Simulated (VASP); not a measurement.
Ta:

```
Ta
1.0
     2.90037    0.00000    0.00000
    -1.45019    2.51180    0.00000
     0.00000    0.00000    5.16627
Ta
2
Direct
  0.66667 0.33333 0.75000
  0.33333 0.66667 0.25000
```

Base run:

```yaml
Program: VASP 6.6.1
Functional: LDA
Potentials_or_basis: VASP PAW LDA potentials, release 64 (Ta_pv)
Cutoff: 520 eV
k_mesh: 12 × 12 × 6
Occupations: fermi-dirac, width 0.15 eV
Spin: no spin polarisation
```

Its results: band gap on the k mesh zero (band 11 reaches 7.04 eV, above the bottom of band 12 at 4.73 eV); pressure -10.8 GPa.

Question: The run is repeated on the same cell with these changes: occupations from fermi-dirac, width 0.15 eV to fermi-dirac, width 0.025 eV. What comes out?

Answer: Band gap on the k mesh zero (band 11 reaches 7.04 eV, above the bottom of band 12 at 4.72 eV); pressure -11.5 GPa.

Caveats: spin-orbit coupling is left out, which moves the levels of the heavy elements.
